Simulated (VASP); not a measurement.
A run of VASP 6.6.1 is set up as follows.

File INCAR:

```
SYSTEM = ZnO
PREC     = Accurate       ! precision mode
ENCUT    = 520            ! plane-wave cutoff, eV
EDIFF    = 1E-6           ! SCF threshold, eV
ISMEAR   = -1             ! smearing method
SIGMA    = 0.05           ! smearing width, eV
LREAL    = .False.        ! projectors in reciprocal space
LASPH    = .True.         ! aspherical terms in the spheres
NELM     = 100            ! most SCF steps
ALGO     = Normal         ! electronic algorithm
ISIF     = 2              ! what is computed and relaxed
LWAVE    = .False.        ! write WAVECAR
LCHARG   = .False.        ! write CHGCAR
GGA      = RE             ! functional
NBANDS   = 26             ! bands
```

The input KPOINTS:

```
regular mesh
0
Gamma
  9 9 5
  0 0 0
```

POSCAR

```
ZnO
1.0
    3.3130361008      0.0000000000      0.0000000000
   -1.6565180504      2.8691734269      0.0000000000
    0.0000000000      0.0000000000      5.3078076462
Zn O
2 2
Direct
    0.6666666667      0.3333333333      0.0000000000
    0.3333333333      0.6666666667      0.5000000000
    0.3333333333      0.6666666667      0.8790100000
    0.6666666667      0.3333333333      0.3790100000
```

Potentials or basis: VASP PAW PBE potentials, release 64 (Zn, O).

Launch:

```bash
$ cat potpaw_PBE.64/Zn/POTCAR potpaw_PBE.64/O/POTCAR > POTCAR
$ mpirun -np 1 vasp_std > vasp.out
```

Question: Estimate the pressure.

Answer: 1.1 GPa.

Question: Predict the band gap on the k mesh.

Answer: 0.77 eV.

Forces in eV/Å, atoms in the order of the input:
```
Zn   0.000  0.000 -0.059
Zn   0.000  0.000 -0.059
O    0.000  0.000  0.059
O    0.000  0.000  0.059
```

Caveat: semilocal functionals underestimate gaps, and a narrow one can read as zero; the PAW data sets were made with another functional, which shifts forces and pressure a little.
